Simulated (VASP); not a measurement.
# C (P6_3/mmc) in VASP: a series of runs

The runs below take C through single point, with PBEsol.

Program: VASP 6.6.1. These are calculated values, not measurements. Logs are shortened: lines on timing, memory, paths and dates and some standing lists are left out, and cuts for length are marked.

## 1. The cell of the first run

It takes space group P6_3/mmc (No. 194, hexagonal). The conventional cell has a = 2.570 Å, b = 2.570 Å, c = 7.327 Å, α = 90.00°, β = 90.00°, γ = 120.00°. Within 2.0 Å of C (site symmetry -6m2) lie 3 C at 1.48 Å. Within 2.0 Å of C (site symmetry -6m2) lie 3 C at 1.48 Å.

## 2. Single point, PBEsol (biaxial strain in the a-b plane: +4.5 %, then relaxed in part)

INCAR

```
SYSTEM = C
PREC = Accurate ; ENCUT = 520
EDIFF = 1E-6 ; ISMEAR = 0
SIGMA = 0.1 ; LREAL = .False.
LASPH = .True. ; NELM = 80
ALGO = Normal ; ISIF = 2
LWAVE = .False. ; LCHARG = .True.
GGA = PS ; LELF = .True.
LVHAR = .True. ; NBANDS = 16
```

KPOINTS

```
Automatic mesh
0
Gamma
  24 24 8
  0 0 0
```

POSCAR

```
C
1.0
    2.5695495702      0.0000000000      0.0000000000
   -1.2847747851      2.2252952041      0.0000000000
    0.0000000000      0.0000000000      7.3272170197
C
4
Direct
    0.0000000000      0.0000000000      0.2500000000
    0.0000000000      0.0000000000      0.7500000000
    0.3333333333      0.6666666667      0.2500000000
    0.6666666667      0.3333333333      0.7500000000
```

Potentials or basis: VASP PAW PBE potentials, release 64 (C).

The run is started by

```
$ cat potpaw_PBE.64/C/POTCAR > POTCAR
$ mpirun -np 1 vasp_std > vasp.out
```

OUTCAR:

```text
SYSTEM = C
   PREC = Accurate
   ENCUT = 520
   EDIFF = 1E-6
   ISMEAR = 0
   LREAL = .False.
   LASPH = .True.
   NELM = 80
   ISIF = 2
   GGA = PS

 ion  position               nearest neighbor table
   1  0.000  0.000  0.250-   3 1.48   3 1.48   3 1.48
   2  0.000  0.000  0.750-   4 1.48   4 1.48   4 1.48
   3  0.333  0.667  0.250-   1 1.48   1 1.48   1 1.48
   4  0.667  0.333  0.750-   2 1.48   2 1.48   2 1.48

  LATTYP: Found a hexagonal cell.
 ALAT       =     2.5695495702
 C/A-ratio  =     2.8515569829

  Lattice vectors:

 A1 = (   2.5695495702,   0.0000000000,   0.0000000000)
 A2 = (  -1.2847747851,   2.2252952041,   0.0000000000)
 A3 = (   0.0000000000,   0.0000000000,   7.3272170197)

Analysis of symmetry for initial positions (statically):
=====================================================================
 Subroutine PRICEL returns:
 Original cell was already a primitive cell.

 Routine SETGRP: Setting up the symmetry group for a
 hexagonal supercell.

 Subroutine GETGRP returns: Found 24 space group operations
 (whereof 12 operations were pure point group operations)
 out of a pool of 24 trial point group operations.

The static configuration has the point symmetry D_3d.
 The point group associated with its full space group is D_6h.

Analysis of symmetry for dynamics (positions and initial velocities):
=====================================================================
 Subroutine PRICEL returns:
 Original cell was already a primitive cell.

 Routine SETGRP: Setting up the symmetry group for a
 hexagonal supercell.

 Subroutine GETGRP returns: Found 24 space group operations
 (whereof 12 operations were pure point group operations)
 out of a pool of 24 trial point group operations.

The dynamic configuration has the point symmetry D_3d.
 The point group associated with its full space group is D_6h.

 Subroutine INISYM returns: Found 24 space group operations
 (whereof 12 operations are pure point group operations),
 and found     1 'primitive' translations

----------------------------------------------------------------------------------------

                                     Primitive cell

  volume of cell :      41.8971

  direct lattice vectors                    reciprocal lattice vectors
     2.569549570  0.000000000  0.000000000     0.389173267  0.224689290  0.000000000
    -1.284774785  2.225295204  0.000000000     0.000000000  0.449378580  0.000000000
     0.000000000  0.000000000  7.327217020     0.000000000  0.000000000  0.136477464

  length of vectors
     2.569549570  2.569549570  7.327217020     0.449378580  0.449378580  0.136477464

  position of ions in fractional coordinates (direct lattice)
     0.000000000  0.000000000  0.250000000
     0.000000000  0.000000000  0.750000000
     0.333333333  0.666666667  0.250000000
     0.666666667  0.333333333  0.750000000

  ion indices of the primitive-cell ions
   primitive index   ion index
                 1           1
                 2           2
                 3           3
                 4           4

----------------------------------------------------------------------------------------

 KPOINTS: Automatic mesh

Automatic generation of k-mesh.
 Grid dimensions read from file:
 generate k-points for:   24   24    8

 Generating k-lattice:

  Cartesian coordinates                     Fractional coordinates (reciprocal lattice)
     0.016215553  0.009362054  0.000000000     0.041666667  0.000000000  0.000000000
     0.000000000  0.018724108  0.000000000     0.000000000  0.041666667  0.000000000
     0.000000000  0.000000000  0.017059683     0.000000000  0.000000000  0.125000000

  Length of vectors
     0.018724108  0.018724108  0.017059683

  Shift w.r.t. Gamma in fractional coordinates (k-lattice)
     0.000000000  0.000000000  0.000000000

 Subroutine IBZKPT returns following result:
 ===========================================

 Found    305 irreducible k-points:

 Following reciprocal coordinates:
            Coordinates               Weight
  0.000000  0.000000  0.000000      1.000000
  0.041667  0.000000  0.000000      6.000000
  0.083333 -0.000000  0.000000      6.000000
  0.125000 -0.000000  0.000000      6.000000
  0.166667  0.000000  0.000000      6.000000
  0.208333 -0.000000  0.000000      6.000000
[... 16 lines left out ...]
  0.416667  0.041667  0.000000     12.000000
  0.458333  0.041667  0.000000     12.000000
 [... further k-points ...]
   k-points           NKPTS =    305   k-points in BZ     NKDIM =    305   number of bands    NBANDS=     16
   number of dos      NEDOS =    301   number of ions     NIONS =      4
   total plane-waves  NPLWV =  21600
   dimension x,y,z NGX =    20 NGY =   20 NGZ =   54
   dimension x,y,z NGXF=    40 NGYF=   40 NGZF=  108
   ions per type =               4
   NGX,Y,Z   is equivalent  to a cutoff of  12.94, 12.94, 12.25 a.u.
   NGXF,Y,Z  is equivalent  to a cutoff of  25.88, 25.88, 24.50 a.u.
 SYSTEM =  C
   PREC   = accura    normal or accurate (medium, high low for compatibility)
   ISTART =      0    job   : 0-new  1-cont  2-samecut
   ICHARG =      2    charge: 1-file 2-atom 10-const
   ISPIN  =      1    spin polarized calculation?
   LNONCOLLINEAR =      F non collinear calculations
   LSORBIT =      F    spin-orbit coupling
   LASPH  =      T    aspherical Exc in radial PAW
   ENCUT  =  520.0 eV  38.22 Ry    6.18 a.u.   4.78  4.78 13.62*2*pi/ulx,y,z
   NELM   =     80;   NELMIN=  2; NELMDL= -5     # of ELM steps
   EDIFF  = 0.1E-05   stopping-criterion for ELM
   LREAL  =      F    real-space projection
   EDIFFG = 0.1E-04   stopping-criterion for IOM
   NSW    =      0    number of steps for IOM
   IBRION =     -1    ionic relax: 0-MD 1-quasi-New 2-CG
   NFREE  =      0    steps in history (QN), initial steepest desc. (CG)
   ISIF   =      2    stress and relaxation
   ISYM   =      2    0-nonsym 1-usesym 2-fastsym
   POTIM  = 0.5000    time-step for ionic-motion
   TEBEG  =    0.0;   TEEND  =   0.0 temperature during run
   PSTRESS=    0.0 pullay stress
   NELECT =      16.0000    total number of electrons
   NUPDOWN=      -1.0000    fix difference up-down
   EMIN   =  10.00;   EMAX   =-10.00  energy-range for DOS
   EFERMI =   0.00;   METHOD = LEGACY
   ISMEAR =     0;   SIGMA  =   0.10  broadening in eV -4-tet -1-fermi 0-gaus
   EFERMI_NEDOS =   21; number of points for ismear=-14 and -15
   IALGO  =     38    algorithm
   IMIX   =      4    mixing-type and parameters
     AMIX     =   0.40;   BMIX     =  1.00
     AMIX_MAG =   1.60;   BMIX_MAG =  1.00
  volume/ion in A,a.u.               =      10.47        70.68
  Fermi-wavevector in a.u.,A,eV,Ry     =   1.187737  2.244497 19.193998  1.410719
  Thomas-Fermi vector in A             =   2.323882
   LORBIT       =      0    0 simple, 1 ext, 2 COOP (PROOUT), +10 PAW based schemes
   GGA     = PS    functional components
   LHFCALC =     F    Hartree Fock is set to
   AEXX    =    0.0000 exact exchange contribution
   IVDW    =     0    specifies the selected vdW correction
   LEPSILON=     F    determine dielectric tensor
   LRPA    =     F    only Hartree local field effects (RPA)
 non-spin polarized calculation
 Gauss-broadening in eV      SIGMA  =   0.10
  energy-cutoff  :      520.00
  volume of cell :       41.90
 maximum number of plane-waves:      1142
 NGX is ok and might be reduce to    20
   NGX =  9   NGY =  9   NGZ = 27

 number of electron      16.0000001 magnetization

 Free energy of the ion-electron system (eV)
  ---------------------------------------------------
  ext. energy  EPLUGINS =         0.00000000
  ---------------------------------------------------
  free energy    TOTEN  =       -38.10114241 eV

  energy without entropy =      -38.10069559  energy(sigma->0) =      -38.10091900

 E-fermi :   3.1717     XC(G=0):  -9.6951

 val. band max:        3.1682274440   @ k =   0.3333   0.3333   0.5000
 cond. band min:       3.1721221991   @ k =   0.3333   0.3333   0.2500
 fundamental gap:      0.0038947551
 Fermi energy:         3.1716975253

 k-point     1 :       0.0000    0.0000    0.0000
  band No.  band energies     occupation
      1     -15.4095      2.00000
      2     -15.2477      2.00000
      3      -4.3004      2.00000
      4      -2.9723      2.00000
      5       0.1488      2.00000
      6       0.1488      2.00000
[... 8 lines left out ...]
     15      13.0805      0.00000
     16      13.1619      0.00000

 k-point     2 :       0.0417    0.0000    0.0000
  band No.  band energies     occupation
      1     -15.3712      2.00000
      2     -15.2097      2.00000
      3      -4.2549      2.00000
      4      -2.9293      2.00000
      5      -0.0152      2.00000
      6      -0.0037      2.00000
[... 8 lines left out ...]
     15      13.0379      0.00000
     16      13.1631      0.00000

 k-point     3 :       0.0833   -0.0000    0.0000
  band No.  band energies     occupation
      1     -15.2562      2.00000
      2     -15.0960      2.00000
      3      -4.1185      2.00000
      4      -2.8006      2.00000
      5      -0.4801      2.00000
      6      -0.4628      2.00000
[... 8 lines left out ...]
     15      12.6769      0.00000
     16      12.8143      0.00000

 k-point     4 :       0.1250   -0.0000    0.0000
  band No.  band energies     occupation
      1     -15.0650      2.00000
      2     -14.9069      2.00000
      3      -3.8921      2.00000
      4      -2.5872      2.00000
      5      -1.1809      2.00000
      6      -1.1558      2.00000
[... 8 lines left out ...]
     15      12.2470      0.00000
     16      12.4263      0.00000

 k-point     5 :       0.1667    0.0000    0.0000
  band No.  band energies     occupation
      1     -14.7983      2.00000
      2     -14.6429      2.00000
      3      -3.5773      2.00000
      4      -2.2913      2.00000
      5      -2.0449      2.00000
      6      -2.0110      2.00000
[... 8 lines left out ...]
     15      12.9358      0.00000
     16      12.9622      0.00000

 k-point     6 :       0.2083   -0.0000    0.0000
  band No.  band energies     occupation
      1     -14.4567      2.00000
      2     -14.3050      2.00000
      3      -3.1762      2.00000
      4      -3.0097      2.00000
      5      -2.9666      2.00000
      6      -1.9159      2.00000
[... 8 lines left out ...]
     15      14.0114      0.00000
     16      14.0363      0.00000
[... 267 lines left out ...]
 k-point    21 :       0.3333    0.0417    0.0000
  band No.  band energies     occupation
      1     -12.6716      2.00000
      2     -12.5395      2.00000
      3      -6.5854      2.00000
      4      -6.5110      2.00000
      5      -2.5715      2.00000
      6      -2.5421      2.00000
[... 8 lines left out ...]
     15      16.4964      0.00000
     16      17.6698      0.00000

 k-point    22 :       0.3750    0.0417    0.0000
  band No.  band energies     occupation
      1     -12.0266      2.00000
      2     -11.9025      2.00000
      3      -7.5583      2.00000
      4      -7.4765      2.00000
      5      -2.7875      2.00000
      6      -2.7574      2.00000
[... 8 lines left out ...]
     15      16.1098      0.00000
     16      17.8623      0.00000

 k-point    23 :       0.4167    0.0417    0.0000
  band No.  band energies     occupation
      1     -11.3449      2.00000
      2     -11.2328      2.00000
      3      -8.4592      2.00000
      4      -8.3739      2.00000
      5      -2.9341      2.00000
      6      -2.9035      2.00000
[... 8 lines left out ...]
     15      15.4650      0.00000
     16      17.3144      0.00000

 k-point    24 :       0.4583    0.0417    0.0000
  band No.  band energies     occupation
      1     -10.7272      2.00000
      2     -10.6463      2.00000
      3      -9.1653      2.00000
      4      -9.0983      2.00000
      5      -3.0081      2.00000
      6      -2.9773      2.00000
[... 8 lines left out ...]
     15      15.8425      0.00000
     16      16.9058      0.00000

 [... further k-points ...]

------------------------ aborting loop because EDIFF is reached ----------------------------------------

  FORCE on cell =-STRESS in cart. coord.  units (eV):
  Direction    XX          YY          ZZ          XY          YZ          ZX
  --------------------------------------------------------------------------------------
  -------------------------------------------------------------------------------------
  Total      -10.7825110    -10.7825110     -0.0109669      0.0000000      0.0000000      0.0000000
  in kB     -412.3317782   -412.3317782     -0.4193836      0.0000000      0.0000000      0.0000000
  external PRESSURE =    -275.0276467 kB  Pullay stress =       0.0000000 kB

 VOLUME and BASIS-vectors are now :
 -----------------------------------------------------------------------------
  energy-cutoff  :      520.00
  volume of cell :       41.90
      direct lattice vectors                 reciprocal lattice vectors
     2.569549570  0.000000000  0.000000000     0.389173267  0.224689290  0.000000000
    -1.284774785  2.225295204  0.000000000     0.000000000  0.449378580  0.000000000
     0.000000000  0.000000000  7.327217020     0.000000000  0.000000000  0.136477464

 POSITION                                       TOTAL-FORCE (eV/Angst)
 -----------------------------------------------------------------------------------
      0.00000      0.00000      1.83180        -0.000000      0.000000     -0.000000
      0.00000      0.00000      5.49541        -0.000000      0.000000      0.000000
     -0.00000      1.48353      1.83180         0.000000     -0.000000      0.000000
      1.28477      0.74177      5.49541         0.000000      0.000000     -0.000000
 -----------------------------------------------------------------------------------
    total drift:                               -0.000000      0.000000      0.000000

  FREE ENERGIE OF THE ION-ELECTRON SYSTEM (eV)
  ---------------------------------------------------
  free  energy   TOTEN  =       -38.1011424123 eV

  energy  without entropy=      -38.1006955928  energy(sigma->0) =      -38.10091900
```

Run time: 2.2 min. Hardware: 1 thread of Intel Xeon Platinum 8259CL at 2.50GHz (Skylake/Cascade Lake), shared host; peak memory 0.25 GiB.

Results:

```yaml
Free_energy: -38.1011 eV
Pressure: -27.5 GPa
Band_gap_on_the_k_mesh: zero (band 8 reaches 3.18 eV, above the bottom of band 9 at 3.17 eV)
```

Caveat: the cell differs from its parent crystal (biaxial strain in the a-b plane: +4.5 %, then relaxed in part); the PAW data sets were made with another functional, which shifts forces and pressure a little; this functional lacks dispersion, which binds the layers, so the pressure and a relaxed spacing across them are unreliable.

[end of part 1 of 2]
